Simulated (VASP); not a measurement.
Wanted: the native input for a VASP 6.6.1 run.

```
Task                   : single point
Functional             : PBEsol
Potentials or basis    : VASP PAW PBE potentials, release 64 (Au)
Cutoff                 : 520 eV
k mesh                 : 28 × 28 × 28
Occupations            : gaussian, width 0.15 eV
Spin                   : no spin polarisation
Dipole correction      : no
Further INCAR settings : ALGO = Fast; EDIFF = 1e-06; NBANDS = 12
```

The structure of Au lies in POSCAR:

```
Au
1.0
    0.0000000000      2.2921092367      1.6205212303
    2.2921092367      0.0000000000      1.6205212303
    2.2921092367      2.2921092367      0.0000000000
Au
1
Direct
    0.0000000000      0.0000000000      0.0000000000
```

This isn't the form of Au at room conditions, which is fcc.

This cell differs from its parent crystal: ratio of the length along z to the lengths across it x 0.707, volume and fractional coordinates fixed.

One way to write it, as run:

INCAR

```
  ALGO = Fast
  EDIFF = 1E-6
  ENCUT = 520
  GGA = PS
  ISIF = 2
  ISMEAR = 0
  LASPH = T
  LCHARG = T
  LELF = T
  LREAL = F
  LVHAR = T
  LWAVE = F
  NBANDS = 12
  NELM = 60
  PREC = Accurate
  SIGMA = 0.15
```

KPOINTS

```
k-points
0
Gamma
  28 28 28
```

Potentials or basis: VASP PAW PBE potentials, release 64 (Au).

The run is started by

```sh
$ cat potpaw_PBE.64/Au/POTCAR > POTCAR
$ mpirun -np 1 vasp_std > vasp.out
```

It gave:

```
Pressure               : 0.1 GPa
Band gap on the k mesh : zero (an odd number of electrons rules out a gap without spin polarisation)
```

Caveat: the PAW data sets were made with another functional, which shifts forces and pressure a little; spin-orbit coupling is left out, which moves the levels of the heavy elements.

Wall time 97 s on 1 thread of Intel(R) Xeon(R) 6975P-C (Granite Rapids), on a shared host, peak memory 0.42 GiB.
